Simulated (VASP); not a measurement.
Crystal: Os.

```
CELL_PARAMETERS angstrom
2.78772 0.00000 0.00000
-1.39386 2.41424 0.00000
0.00000 0.00000 4.40442
ATOMIC_POSITIONS crystal
Os 0.66667 0.33333 0.75000
Os 0.33333 0.66667 0.25000
```

Base run:

- Program: VASP 6.6.1
- Functional: BLYP
- Dispersion: D4
- Potentials or basis: VASP PAW PBE potentials, release 64 (Os)
- Cutoff: 520 eV
- k mesh: 11 × 11 × 6
- Occupations: fermi-dirac, width 0.05 eV
- Spin: no spin polarisation

Its results: band gap on the k mesh zero (band 8 reaches 11.09 eV, above the bottom of band 9 at 7.54 eV); pressure -8.9 GPa.

**Question.** After a change of settings the same cell gave: band gap on the k mesh zero (band 8 reaches 10.50 eV, above the bottom of band 9 at 6.96 eV); pressure -20.6 GPa. Which change was it?
A. functional from BLYP to PBEsol; dispersion from D4 to none
B. functional from BLYP to revPBE; dispersion from D4 to D3(BJ)
C. dispersion from D4 to none; further incar settings from ALGO = Fast; EDIFF = 1e-06; NBANDS = 15 to ALGO = Normal; EDIFF = 1e-06; NBANDS = 15
D. functional from BLYP to PBE; further incar settings from ALGO = Fast; EDIFF = 1e-06; NBANDS = 15 to ALGO = Normal; EDIFF = 1e-06; NBANDS = 15

**Answer.** D.

Caveats: spin-orbit coupling is left out, which moves the levels of the heavy elements; pairwise dispersion overbinds metals, which lowers pressure and volume; the PAW data sets were made with another functional, which shifts forces and pressure a little (some runs).
